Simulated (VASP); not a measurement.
Here is a VASP 6.6.1 calculation.

Contents of INCAR:

```
SYSTEM = LiBe16
PREC     = Accurate       ! precision mode
ENCUT    = 520            ! plane-wave cutoff, eV
EDIFF    = 1E-6           ! SCF threshold, eV
ISMEAR   = 0              ! smearing method
SIGMA    = 0.1            ! smearing width, eV
LREAL    = Auto         
LASPH    = .TRUE.         ! aspherical terms in the spheres
NELM     = 100            ! most SCF steps
ALGO     = Normal         ! electronic algorithm
ISIF     = 2              ! what is computed and relaxed
LWAVE    = .FALSE.        ! write WAVECAR
LCHARG   = .FALSE.        ! write CHGCAR
GGA      = PE             ! functional
NBANDS   = 32             ! bands
```

Contents of KPOINTS:

```
regular mesh
0
G
  4 4 3
  0 0 0
```

Contents of POSCAR:

```
LiBe16
1.0
   -2.2900000000     -3.9663960000      0.0000000000
    3.4350000000     -1.9831980000      0.0000000000
    0.0000000000      0.0000000000      7.1768600000
Be Li
16 1
Direct
    0.7413179851      0.4525333875      0.0156564291
    0.4866674613      0.2988633148      0.2554856859
    0.7350174164      0.4134709996      0.5058363964
    0.5544423201      0.5849714448      0.7593068556
    0.4936191474     -0.0516937853      0.0065162202
    0.2433511475      0.8089444331      0.2550119412
    0.5069226580     -0.0820064376      0.4944095329
    0.1776060165      0.7822351609      0.7667929986
    0.2435787021      0.4857989018      0.0098041483
   -0.0074630487      0.3187137172      0.2584485416
    0.2425360932      0.4912776284      0.4958307672
   -0.0379801145      0.3855369833      0.7632764189
    0.0065947690      0.0011423642      0.0144812634
    0.7456374724      0.8085650107      0.2539039357
   -0.0002853725     -0.0384566239      0.5030492444
    0.7688237913      0.9806778696      0.7594176283
    0.3549897836      0.1874915879      0.7240353023
```

Potentials or basis: VASP PAW PBE potentials, release 64 (Be, Li_sv).

Launch:

```bash
$ cat potpaw_PBE.64/Be/POTCAR potpaw_PBE.64/Li_sv/POTCAR > POTCAR
$ mpirun -np 1 vasp_std > vasp.out
```

Problem. Predict the largest force.

Solution. 0.692 eV/Å.

Problem. Estimate the band gap on the k mesh.

Solution. Zero (an odd number of electrons rules out a gap without spin polarisation).

Forces on the atoms (eV/Å):
```
Be  -0.019 -0.004 -0.027
Be  -0.058 -0.005 -0.034
Be   0.126 -0.065 -0.004
Be   0.317 -0.208 -0.048
Be  -0.082  0.078 -0.067
Be  -0.065  0.053 -0.068
Be   0.095  0.128  0.078
Be   0.036  0.187 -0.108
Be  -0.119  0.029 -0.062
Be  -0.129  0.088 -0.036
Be  -0.071  0.266  0.050
Be  -0.071  0.060 -0.025
Be  -0.031  0.067 -0.054
Be  -0.118  0.062 -0.036
Be   0.299 -0.469 -0.068
Be   0.005 -0.018 -0.127
Li  -0.117 -0.248  0.635
```

Caveat: the k points lie up to 0.40 Å⁻¹ apart, too coarse for converged energies and pressures of a metal.
